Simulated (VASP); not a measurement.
Here is a VASP 6.6.1 calculation.

INCAR

```
SYSTEM = Ni
PREC = Accurate ; ENCUT = 520
EDIFF = 1E-7 ; ISMEAR = -1
SIGMA = 0.1 ; LREAL = .FALSE.
LASPH = .TRUE. ; NELM = 150
ALGO = Normal ; ISIF = 2
LWAVE = .FALSE. ; LCHARG = .TRUE.
ISPIN = 2 ; MAGMOM = 0.2
LORBIT = 11 ; LMAXMIX = 4
GGA = CA ; LELF = .TRUE.
LVHAR = .TRUE. ; NBANDS = 15
```

Contents of KPOINTS:

```
regular mesh
0
G
  15 15 15
  0 0 0
```

POSCAR

```
Ni
1.0
    0.0000000000      1.7672600000      1.7672600000
    1.7672600000      0.0000000000      1.7672600000
    1.7672600000      1.7672600000      0.0000000000
Ni
1
Direct
    0.0000000000      0.0000000000      0.0000000000
```

Potentials or basis: VASP PAW LDA potentials, release 64 (Ni).

Launch:

```sh
$ cat potpaw_LDA.64/Ni/POTCAR > POTCAR
$ mpirun -np 1 vasp_std > vasp.out
```

**Question.** Estimate the pressure.

**Answer.** -18.8 GPa.

**Question.** What does it give for the net moment?

**Answer.** 0.59 μB per cell.

**Question.** Estimate the site moments.

**Answer.** Ni +0.60 μB.

Caveat: the cell stands under tension.
